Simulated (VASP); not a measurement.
A run of VASP 6.6.1 is set up as follows.

Contents of POSCAR:

```
Ta5N6
1.0
    5.1996298250      0.0000000000      0.0000000000
   -2.5998149125      4.5030115188      0.0000000000
    0.0000000000      0.0000000000     23.7310778219
Ta N
10 12
Direct
    0.0000000000      0.0000000000      0.3160412711
    0.3333333333      0.6666666667      0.3773608474
    0.6666666667      0.3333333333      0.3773608474
    0.0000000000      0.0000000000      0.4386804237
    0.3333333333      0.6666666667      0.5000000000
    0.6666666667      0.3333333333      0.5000000000
    0.0000000000      0.0000000000      0.5613195763
    0.3333333333      0.6666666667      0.6226391526
    0.6666666667      0.3333333333      0.6226391526
    0.0000000000      0.0000000000      0.6839587289
    0.0000000000      0.3924063645      0.3160412711
    0.3924063645      0.0000000000      0.3160412711
    0.6075936355      0.6075936355      0.3160412711
    0.0000000000      0.3924063645      0.4386804237
    0.3924063645      0.0000000000      0.4386804237
    0.6075936355      0.6075936355      0.4386804237
    0.0000000000      0.3924063645      0.5613195763
    0.3924063645      0.0000000000      0.5613195763
    0.6075936355      0.6075936355      0.5613195763
    0.0000000000      0.3924063645      0.6839587289
    0.3924063645      0.0000000000      0.6839587289
    0.6075936355      0.6075936355      0.6839587289
```

INCAR.step1

```
SYSTEM = Ta5N6
ALGO = Normal ; DIPOL = 0.5 0.5 0.500
EDIFF = 1E-4 ; ENCUT = 520
GGA = PE ; IDIPOL = 3
ISMEAR = 0 ; LASPH = .TRUE.
LCHARG = .FALSE. ; LDIPOL = .TRUE.
LREAL = Auto ; LWAVE = .TRUE.
NBANDS = 102 ; NELM = 60
PREC = Accurate ; SIGMA = 0.1
```

INCAR.step2

```
SYSTEM = Ta5N6
ALGO = Normal ; DIPOL = 0.5 0.5 0.500
EDIFF = 1E-6 ; ENCUT = 520
IDIPOL = 3 ; ISIF = 2
ISMEAR = 0 ; ISTART = 1
LASPH = .TRUE. ; LCHARG = .TRUE.
LDIPOL = .TRUE. ; LELF = .TRUE.
LMIXTAU = .TRUE. ; LREAL = Auto
LVACPOTAV = .TRUE. ; LVHAR = .TRUE.
LWAVE = .FALSE. ; METAGGA = R2SCAN
NBANDS = 102 ; NELM = 60
PREC = Accurate ; SIGMA = 0.1
```

File KPOINTS:

```
k-points
0
G
  9 9 1
  0 0 0
```

Potentials or basis: VASP PAW PBE potentials, release 64 (Ta_pv, N).

Command:

```console
$ cat potpaw_PBE.64/Ta_pv/POTCAR potpaw_PBE.64/N/POTCAR > POTCAR
$ cp INCAR.step1 INCAR
$ mpirun -np 1 vasp_std > vasp.out
$ cp INCAR.step2 INCAR
$ mpirun -np 1 vasp_std > vasp.out
```

**Question.** Estimate the band gap on the k mesh.

**Answer.** Zero (bands 85 and 86 overlap by 0.15 eV).

**Question.** Estimate the largest force.

**Answer.** 5.528 eV/Å.

Forces in eV/Å, atoms in the order of the input:
```
Ta   0.000  0.000  0.355
Ta   0.000  0.000 -5.528
Ta   0.000  0.000 -5.528
Ta   0.000  0.000 -0.145
Ta   0.000  0.000  0.000
Ta   0.000  0.000  0.000
Ta   0.000  0.000  0.145
Ta   0.000  0.000  5.528
Ta   0.000  0.000  5.528
Ta   0.000  0.000 -0.355
N    1.029 -1.782  3.010
N   -2.058  0.000  3.010
N    1.029  1.782  3.010
N    0.100 -0.174  0.343
N   -0.201  0.000  0.343
N    0.100  0.174  0.343
N    0.100 -0.174 -0.343
N   -0.201  0.000 -0.343
N    0.100  0.174 -0.343
N    1.029 -1.782 -3.010
N   -2.058  0.000 -3.010
N    1.029  1.782 -3.010
```

Caveat: the PAW data sets were made with another functional, which shifts forces and pressure a little; spin-orbit coupling is left out, which moves the levels of the heavy elements.
